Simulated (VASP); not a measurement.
A run of VASP 6.6.1 is set up as follows.

INCAR

```
ALGO     = Normal         # electronic algorithm
EDIFF    = 1E-7           # SCF threshold, eV
ENCUT    = 520            # plane-wave cutoff, eV
GGA      = PE             # functional
ISIF     = 2              # what is computed and relaxed
ISMEAR   = 0              # smearing method
LASPH    = T              # aspherical terms in the spheres
LCHARG   = F              # write CHGCAR
LREAL    = F              # projectors in reciprocal space
LWAVE    = F              # write WAVECAR
NBANDS   = 18             # bands
NELM     = 80             # most SCF steps
PREC     = Accurate       # precision mode
SIGMA    = 0.024          # smearing width, eV
```

KPOINTS

```
k-points
0
Gamma
  8 8 5
```

File POSCAR:

```
PtSe2
1.0
    3.7240000000      0.0000000000      0.0000000000
   -1.8620000000      3.2250786037      0.0000000000
    0.0000000000      0.0000000000      5.0620000000
Pt Se
1 2
Direct
    0.0000000000      0.0000000000      0.0000000000
    0.6666666667      0.3333333333      0.7500000000
    0.3333333333      0.6666666667      0.2500000000
```

Potentials or basis: VASP PAW PBE potentials, release 64 (Pt, Se).

The run is started by

```bash
$ cat potpaw_PBE.64/Pt/POTCAR potpaw_PBE.64/Se/POTCAR > POTCAR
$ mpirun -np 1 vasp_std > vasp.out
```

(1) Estimate the band gap on the k mesh.

(2) What does it give for the pressure?

Answers

(1) zero (band 11 reaches 6.95 eV, above the bottom of band 12 at 6.65 eV).

(2) 7.3 GPa.

Caveat: spin-orbit coupling is left out, which moves the levels of the heavy elements.
